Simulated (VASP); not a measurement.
GdO:

```
Gd O
1.0
     0.00000    2.73553    2.73553
     2.73553    0.00000    2.73553
     2.73553    2.73553    0.00000
Gd O
1 1
Direct
  0.00000 0.00000 0.00000
  0.75000 0.75000 0.75000
```

Base run:

```yaml
Program: VASP 6.6.1
Functional: LDA
Potentials_or_basis: VASP PAW PBE potentials, release 64 (Gd, O)
Cutoff: 520 eV
k_mesh: 9 × 9 × 9
Occupations: fermi-dirac, width 0.05 eV
Spin: collinear spin, ferromagnetic start
Starting_moments: "[7.0, 0.0] μB"
```

Its results: pressure -10.1 GPa; net moment 6.87 μB per cell; site moments Gd +6.65; O -0.05 μB.

Q: The run is repeated on the same cell with these changes: functional from LDA to r2SCAN. What comes out?

A: Pressure -6.0 GPa; net moment 7.93 μB per cell; site moments Gd +6.98; O +0.03 μB.

Caveats: the cell stands under tension; the PAW data sets were made with another functional, which shifts forces and pressure a little; a cell with one magnetic atom can't hold antiferromagnetic order, which such compounds often take.
